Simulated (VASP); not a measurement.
# SiRh2S4 (C2/m) in VASP: single point with LDA

Aim: the single point of SiRh2S4 with LDA.

Everything below comes from runs of VASP 6.6.1. Logs are shortened: lines on timing, memory, paths and dates and some standing lists are left out, and cuts for length are marked.

### 1 The cell of the first run

Symmetry: C2/m, No. 12, monoclinic system. Conventional cell: a = 11.852 Å, b = 3.511 Å, c = 6.045 Å, α = 90.00°, β = 118.36°, γ = 90.00°. Within 3.1 Å of S (site symmetry m) lie 3 Rh at 2.31 to 2.40 Å and 1 Si at 2.42 Å and 1 S at 3.09 Å. Within 3.6 Å of S (site symmetry m) lie 2 Si at 2.41 Å and 3 Rh at 2.42 to 2.49 Å and 12 S at 3.18 to 3.56 Å. Within 3.1 Å of Rh (site symmetry m) lie 6 S at 2.31 to 2.49 Å and 1 Si at 2.79 Å. Within 3.2 Å of Si (site symmetry 2/m) lie 6 S at 2.41 to 2.42 Å and 2 Rh at 2.79 Å.

### 2 Single point, LDA

The input, INCAR:

```
SYSTEM = SiRh2S4
ALGO = Normal
EDIFF = 1E-6
ENCUT = 500
GGA = CA
GGA_COMPAT = .False.
ISIF = 2
ISMEAR = 0
LASPH = .True.
LCHARG = .False.
LREAL = .False.
LWAVE = .False.
NBANDS = 38
NELM = 120
PREC = Accurate
SIGMA = 0.0367
```

The input, KPOINTS:

```
k-points
0
Gamma
  7 7 4
  0 0 0
```

The input, POSCAR:

```
SiRh2S4
1.0
    0.0000000000      3.5111820000      0.0000000000
    5.9262190000     -1.7555910000      0.0000000000
    2.8712770000      0.0000000000     -5.3191840000
S Rh Si
4 2 1
Direct
    0.1180000000      0.2360000000      0.5450000000
    0.8820000000      0.7640000000      0.4550000000
    0.6340000000      0.2680000000      0.0190000000
    0.3660000000      0.7320000000      0.9810000000
    0.7340000000      0.4680000000      0.2880000000
    0.2660000000      0.5320000000      0.7120000000
    0.0000000000      0.0000000000      0.0000000000
```

Potentials or basis: VASP PAW LDA potentials, release 64 (S, Rh_pv, Si).

Run with:

```sh
$ cat potpaw_LDA.64/S/POTCAR potpaw_LDA.64/Rh_pv/POTCAR potpaw_LDA.64/Si/POTCAR > POTCAR
$ mpirun -np 1 vasp_std > vasp.out
```

OUTCAR:

```text
SYSTEM = SiRh2S4
   EDIFF = 1E-6
   ENCUT = 500
   GGA = CA
   ISIF = 2
   ISMEAR = 0
   LASPH = .True.
   LREAL = .False.
   NELM = 120
   PREC = Accurate

 ion  position               nearest neighbor table
   1  0.118  0.236  0.545-   5 2.31   5 2.31   6 2.40   7 2.42
   2  0.882  0.764  0.455-   6 2.31   6 2.31   5 2.40   7 2.42
   3  0.634  0.268  0.019-   7 2.41   7 2.41   5 2.42   6 2.49   6 2.49
   4  0.366  0.732  0.981-   7 2.41   7 2.41   6 2.42   5 2.49   5 2.49
   5  0.734  0.468  0.288-   1 2.31   1 2.31   2 2.40   3 2.42   4 2.49   4 2.49   7 2.79   6 3.27
                             6 3.27
   6  0.266  0.532  0.712-   2 2.31   2 2.31   1 2.40   4 2.42   3 2.49   3 2.49   7 2.79   5 3.27
                             5 3.27
   7  0.000  0.000  0.000-   3 2.41   3 2.41   4 2.41   4 2.41   2 2.42   1 2.42   5 2.79   6 2.79

  LATTYP: Found a base centered monoclinic cell.
 ALAT       =    11.8524380000
 B/A-ratio  =     0.2962413303
 C/A-ratio  =     0.5099932131
 COS(beta)  =    -0.4750102742

  Lattice vectors:

 A1 = (  -5.9262190000,  -1.7555910000,   0.0000000000)
 A2 = (  -5.9262190000,   1.7555910000,   0.0000000000)
 A3 = (   2.8712770000,   0.0000000000,  -5.3191840000)

Analysis of symmetry for initial positions (statically):
=====================================================================
 Subroutine PRICEL returns:
 Original cell was already a primitive cell.

 Routine SETGRP: Setting up the symmetry group for a
 base centered monoclinic supercell.

 Subroutine GETGRP returns: Found  4 space group operations
 (whereof  4 operations were pure point group operations)
 out of a pool of  4 trial point group operations.

The static configuration has the point symmetry C_2h.

Analysis of symmetry for dynamics (positions and initial velocities):
=====================================================================
 Subroutine PRICEL returns:
 Original cell was already a primitive cell.

 Routine SETGRP: Setting up the symmetry group for a
 base centered monoclinic supercell.

 Subroutine GETGRP returns: Found  4 space group operations
 (whereof  4 operations were pure point group operations)
 out of a pool of  4 trial point group operations.

The dynamic configuration has the point symmetry C_2h.

 Subroutine INISYM returns: Found  4 space group operations
 (whereof  4 operations are pure point group operations),
 and found     1 'primitive' translations

----------------------------------------------------------------------------------------

                                     Primitive cell

  volume of cell :     110.6818

  direct lattice vectors                    reciprocal lattice vectors
     0.000000000  3.511182000  0.000000000     0.084370827  0.284804376  0.045543079
     5.926219000 -1.755591000  0.000000000     0.168741655  0.000000000  0.091086158
     2.871277000  0.000000000 -5.319184000     0.000000000  0.000000000 -0.187998761

  length of vectors
     3.511182000  6.180790515  6.044662938     0.300509802  0.191756184  0.187998761

  position of ions in fractional coordinates (direct lattice)
     0.118000000  0.236000000  0.545000000
     0.882000000  0.764000000  0.455000000
     0.634000000  0.268000000  0.019000000
     0.366000000  0.732000000  0.981000000
     0.734000000  0.468000000  0.288000000
     0.266000000  0.532000000  0.712000000
     0.000000000  0.000000000  0.000000000

  ion indices of the primitive-cell ions
   primitive index   ion index
                 1           1
                 2           2
                 3           3
                 4           4
                 5           5
                 6           6
                 7           7

----------------------------------------------------------------------------------------

 KPOINTS: k-points

Automatic generation of k-mesh.
 Grid dimensions read from file:
 generate k-points for:    7    7    4

 Generating k-lattice:

  Cartesian coordinates                     Fractional coordinates (reciprocal lattice)
     0.012052975  0.040686339  0.006506154     0.142857143 -0.000000000  0.000000000
     0.024105951  0.000000000  0.013012308     0.000000000  0.142857143  0.000000000
     0.000000000  0.000000000 -0.046999690     0.000000000  0.000000000  0.250000000

  Length of vectors
     0.042929972  0.027393741  0.046999690

  Shift w.r.t. Gamma in fractional coordinates (k-lattice)
     0.000000000  0.000000000  0.000000000

 Subroutine IBZKPT returns following result:
 ===========================================

 Found     60 irreducible k-points:

 Following reciprocal coordinates:
            Coordinates               Weight
  0.000000  0.000000  0.000000      1.000000
  0.142857  0.000000  0.000000      4.000000
  0.285714  0.000000  0.000000      4.000000
  0.428571  0.000000  0.000000      4.000000
  0.000000  0.142857  0.000000      2.000000
  0.142857  0.142857  0.000000      4.000000
[... 16 lines left out ...]
 -0.142857 -0.000000  0.250000      4.000000
  0.000000  0.142857  0.250000      2.000000
 [... further k-points ...]
   k-points           NKPTS =     60   k-points in BZ     NKDIM =     60   number of bands    NBANDS=     38
   number of dos      NEDOS =    301   number of ions     NIONS =      7
   total plane-waves  NPLWV =  64512
   dimension x,y,z NGX =    28 NGY =   48 NGZ =   48
   dimension x,y,z NGXF=    56 NGYF=   96 NGZF=   96
   ions per type =               4   2   1
   NGX,Y,Z   is equivalent  to a cutoff of  13.26, 12.91, 13.20 a.u.
   NGXF,Y,Z  is equivalent  to a cutoff of  26.51, 25.82, 26.40 a.u.
 SYSTEM =  SiRh2S4
   PREC   = accura    normal or accurate (medium, high low for compatibility)
   ISTART =      0    job   : 0-new  1-cont  2-samecut
   ICHARG =      2    charge: 1-file 2-atom 10-const
   ISPIN  =      1    spin polarized calculation?
   LNONCOLLINEAR =      F non collinear calculations
   LSORBIT =      F    spin-orbit coupling
   LASPH  =      T    aspherical Exc in radial PAW
   ENCUT  =  500.0 eV  36.75 Ry    6.06 a.u.   6.40 11.27 11.02*2*pi/ulx,y,z
   NELM   =    120;   NELMIN=  2; NELMDL= -5     # of ELM steps
   EDIFF  = 0.1E-05   stopping-criterion for ELM
   LREAL  =      F    real-space projection
   EDIFFG = 0.1E-04   stopping-criterion for IOM
   NSW    =      0    number of steps for IOM
   IBRION =     -1    ionic relax: 0-MD 1-quasi-New 2-CG
   NFREE  =      0    steps in history (QN), initial steepest desc. (CG)
   ISIF   =      2    stress and relaxation
   ISYM   =      2    0-nonsym 1-usesym 2-fastsym
   POTIM  = 0.5000    time-step for ionic-motion
   TEBEG  =    0.0;   TEEND  =   0.0 temperature during run
   PSTRESS=    0.0 pullay stress
   NELECT =      58.0000    total number of electrons
   NUPDOWN=      -1.0000    fix difference up-down
   EMIN   =  10.00;   EMAX   =-10.00  energy-range for DOS
   EFERMI =   0.00;   METHOD = LEGACY
   ISMEAR =     0;   SIGMA  =   0.04  broadening in eV -4-tet -1-fermi 0-gaus
   EFERMI_NEDOS =   21; number of points for ismear=-14 and -15
   IALGO  =     38    algorithm
   IMIX   =      4    mixing-type and parameters
     AMIX     =   0.40;   BMIX     =  1.00
     AMIX_MAG =   1.60;   BMIX_MAG =  1.00
  volume/ion in A,a.u.               =      15.81       106.70
  Fermi-wavevector in a.u.,A,eV,Ry     =   1.319853  2.494160 23.701502  1.742011
  Thomas-Fermi vector in A             =   2.449721
   LORBIT       =      0    0 simple, 1 ext, 2 COOP (PROOUT), +10 PAW based schemes
   GGA     = CA    functional components
   LHFCALC =     F    Hartree Fock is set to
   AEXX    =    0.0000 exact exchange contribution
   IVDW    =     0    specifies the selected vdW correction
   LEPSILON=     F    determine dielectric tensor
   LRPA    =     F    only Hartree local field effects (RPA)
 non-spin polarized calculation
 Gauss-broadening in eV      SIGMA  =   0.04
  energy-cutoff  :      500.00
  volume of cell :      110.68
 maximum number of plane-waves:      2834
 NGX is ok and might be reduce to    28
   NGX = 13   NGY = 23   NGZ = 23

 number of electron      58.0000001 magnetization

 Free energy of the ion-electron system (eV)
  ---------------------------------------------------
  ext. energy  EPLUGINS =         0.00000000
  ---------------------------------------------------
  free energy    TOTEN  =       -44.50257235 eV

  energy without entropy =      -44.50045667  energy(sigma->0) =      -44.50151451

 E-fermi :   8.6305     XC(G=0): -11.6045

 val. band max:        8.6219148471   @ k =   0.1429   0.1429   0.0000
 cond. band min:       8.6511904272   @ k =   0.2857   0.2857   0.2500
 fundamental gap:      0.0292755800
 Fermi energy:         8.6305366727

 k-point     1 :       0.0000    0.0000    0.0000
  band No.  band energies     occupation
      1     -37.9635      2.00000
      2     -37.9579      2.00000
      3     -37.9473      2.00000
      4     -37.9334      2.00000
      5     -37.8893      2.00000
      6     -37.8440      2.00000
[... 30 lines left out ...]
     37      13.3388      0.00000
     38      13.6203      0.00000

 k-point     2 :       0.1429    0.0000    0.0000
  band No.  band energies     occupation
      1     -37.9626      2.00000
      2     -37.9576      2.00000
      3     -37.9517      2.00000
      4     -37.9395      2.00000
      5     -37.8862      2.00000
      6     -37.8456      2.00000
[... 30 lines left out ...]
     37      14.1027      0.00000
     38      14.3869      0.00000

 k-point     3 :       0.2857    0.0000    0.0000
  band No.  band energies     occupation
      1     -37.9618      2.00000
      2     -37.9600      2.00000
      3     -37.9571      2.00000
      4     -37.9530      2.00000
      5     -37.8785      2.00000
      6     -37.8506      2.00000
[... 30 lines left out ...]
     37      14.3395      0.00000
[... 781 lines left out ...]
 k-point    23 :      -0.1429   -0.0000    0.2500
  band No.  band energies     occupation
      1     -37.9625      2.00000
      2     -37.9576      2.00000
      3     -37.9511      2.00000
      4     -37.9404      2.00000
      5     -37.8830      2.00000
      6     -37.8487      2.00000
[... 30 lines left out ...]
     37      14.0337      0.00000
     38      14.2850      0.00000

 k-point    24 :       0.0000    0.1429    0.2500
  band No.  band energies     occupation
      1     -37.9634      2.00000
      2     -37.9578      2.00000
      3     -37.9465      2.00000
      4     -37.9342      2.00000
      5     -37.8859      2.00000
      6     -37.8475      2.00000
[... 30 lines left out ...]
     37      13.8423      0.00000
     38      14.1792      0.00000

 [... further k-points ...]

------------------------ aborting loop because EDIFF is reached ----------------------------------------

  FORCE on cell =-STRESS in cart. coord.  units (eV):
  Direction    XX          YY          ZZ          XY          YZ          ZX
  --------------------------------------------------------------------------------------
  -------------------------------------------------------------------------------------
  Total       -0.7266400     -1.2130544     -0.5587585      0.0000000      0.0000000      0.6127742
  in kB      -10.5185003    -17.5596072     -8.0883271      0.0000000      0.0000000      8.8702328
  external PRESSURE =     -12.0554782 kB  Pullay stress =       0.0000000 kB

 VOLUME and BASIS-vectors are now :
 -----------------------------------------------------------------------------
  energy-cutoff  :      500.00
  volume of cell :      110.68
      direct lattice vectors                 reciprocal lattice vectors
     0.000000000  3.511182000  0.000000000     0.084370827  0.284804376  0.045543079
     5.926219000 -1.755591000  0.000000000     0.168741655  0.000000000  0.091086158
     2.871277000  0.000000000 -5.319184000     0.000000000  0.000000000 -0.187998761

 POSITION                                       TOTAL-FORCE (eV/Angst)
 -----------------------------------------------------------------------------------
      2.96343      0.00000     -2.89896         0.626225      0.000000      0.111663
      5.83406      1.75559     -2.42023        -0.626225      0.000000     -0.111663
      1.64278      1.75559     -0.10106         0.354600      0.000000      0.010058
      7.15472      0.00000     -5.21812        -0.354600      0.000000     -0.010058
      3.60040      1.75559     -1.53192        -0.293444      0.000000      0.109308
      5.19710      0.00000     -3.78726         0.293444     -0.000000     -0.109308
      0.00000      0.00000      0.00000        -0.000000      0.000000     -0.000000
 -----------------------------------------------------------------------------------
    total drift:                                0.000000      0.000000     -0.000000

  FREE ENERGIE OF THE ION-ELECTRON SYSTEM (eV)
  ---------------------------------------------------
  free  energy   TOTEN  =       -44.5025723527 eV

  energy  without entropy=      -44.5004566714  energy(sigma->0) =      -44.50151451
```

It took 5.5 min on 1 thread of Intel Xeon 8259CL, shared host; peak memory 0.33 GiB.

Results:

```yaml
Free_energy: -44.5026 eV
Pressure: -1.2 GPa
Largest_force: 0.636 eV/Å
Band_gap_on_the_k_mesh: zero (bands 29 and 30 overlap by 1.35 eV)
```

Forces on the atoms (eV/Å):
```
S    0.626  0.000  0.112
S   -0.626  0.000 -0.112
S    0.355  0.000  0.010
S   -0.355  0.000 -0.010
Rh  -0.293  0.000  0.109
Rh   0.293  0.000 -0.109
Si   0.000  0.000  0.000
```

Levels at points of the mesh, in eV from the Fermi level:
| k point | band 26 | band 27 | band 28 | band 29 | band 30 | band 31 | band 32 | band 33 |
| --- | --- | --- | --- | --- | --- | --- | --- | --- |
| (0.00, 0.00, 0.00) | -1.74 | -1.50 | -0.83 | -0.40 | 0.38 | 1.02 | 1.06 | 1.32 |
| (0.00, 0.00, 0.50) | -1.75 | -1.42 | -1.37 | -0.03 | 1.18 | 1.40 | 1.60 | 2.31 |

The gap in the log of VASP goes by the Fermi energy; the results here count the filled bands.